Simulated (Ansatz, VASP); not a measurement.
One calculation of Y, two programs

```xyz
1
Lattice="3.3193 0.0000 0.0000 0.0000 3.3193 0.0000 0.0000 0.0000 3.3193" Properties=species:S:1:pos:R:3 pbc="T T T"
Y     0.0000    0.0000    0.0000
```

Change from the starting cell: volume scaled by 1.05.

Alike in both runs: task single point; functional PBE; k mesh 11 × 11 × 11; occupations fermi-dirac, width 0.08 eV; no spin polarisation.

```csv
,VASP,Ansatz
version,VASP 6.6.1,Ansatz 0.2.0
potentials or method,"VASP PAW PBE potentials, release 64 (Y_sv), cutoff 520 eV","all-electron LAPW, scalar-relativistic"
```

|  | VASP | Ansatz | Ansatz less VASP |
| --- | --- | --- | --- |
| pressure (GPa) | -1.2 | -1.2 | +0.05 |

Ansatz ran all-electron here, and VASP with PAW potentials.
